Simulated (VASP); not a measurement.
CuMo7:

```
CELL_PARAMETERS angstrom
1.57500 -2.22500 0.00000
1.57500 2.22500 0.00000
0.00000 0.00000 17.80000
ATOMIC_POSITIONS crystal
Cu 0.00000 0.00000 0.00000
Mo 0.50000 0.50000 0.37500
Mo 0.00000 0.00000 0.50000
Mo 0.50000 0.50000 0.62500
Mo 0.50000 0.50000 0.87500
Mo 0.50000 0.50000 0.12500
Mo 0.00000 0.00000 0.75000
Mo 0.00000 0.00000 0.25000
```

```yaml
Program: VASP 6.6.1
Task: relaxation of cell and atoms
Functional: PBE
Potentials_or_basis: VASP PAW PBE potentials, release 64 (Cu, Mo_sv)
Cutoff: 600 eV
k_mesh: 6 × 6 × 1
Occupations: gaussian, width 0.2 eV
Spin: no spin polarisation
```

At the start: pressure -1.7 GPa; volume 15.59 Å³/atom.

Task: Where does the relaxation end?

Result: Over 12 steps the energy falls by 13.6 meV/atom and the volume is 15.40 Å³/atom (-1.3 %); space group Cmmm (No. 65, to 0.1 Å) before and after.

The path:
| step | energy change (eV) | largest force (eV/Å) | pressure (GPa) | volume (Å³) |
| --- | --- | --- | --- | --- |
| 1 | 0.0000 | 0.3283 | -1.68 | 124.76 |
| 2 | -0.0345 | 0.4980 | 3.96 | 121.79 |
| 3 | -0.0447 | 0.4435 | 2.01 | 122.74 |
| 4 | -0.0656 | 0.2331 | -1.72 | 124.43 |
| 5 | -0.0691 | 0.2914 | -0.70 | 123.96 |
| 6 | -0.0861 | 0.1769 | -0.12 | 123.51 |
| 7 | -0.0918 | 0.1710 | 0.49 | 123.08 |
| 8 | -0.1035 | 0.1156 | -0.78 | 123.58 |
| 9 | -0.1038 | 0.1238 | -1.02 | 123.68 |
| 10 | -0.1019 | 0.0521 | 1.70 | 122.26 |
| 11 | -0.1074 | 0.0843 | 0.18 | 123.04 |
| 12 | -0.1086 | 0.0370 | -0.03 | 123.16 |

Final structure:
```
Cu Mo
1.0
     1.58947   -2.17641    0.00000
     1.58947    2.17641    0.00000
     0.00000    0.00000   17.80138
Cu Mo
1 7
Cartesian
  0.0000 0.0000 17.8014
  1.5895 0.0000 6.6325
  0.0000 0.0000 8.9007
  1.5895 0.0000 11.1689
  1.5895 0.0000 15.6755
  1.5895 0.0000 2.1259
  0.0000 0.0000 13.4358
  3.1789 0.0000 4.3655
```

Caveat: the k points lie up to 0.41 Å⁻¹ apart in the final cell, too coarse for converged energies and pressures of a metal; the relaxation stopped at a loose force limit of 0.08 eV/Å, so its end isn't a converged minimum.
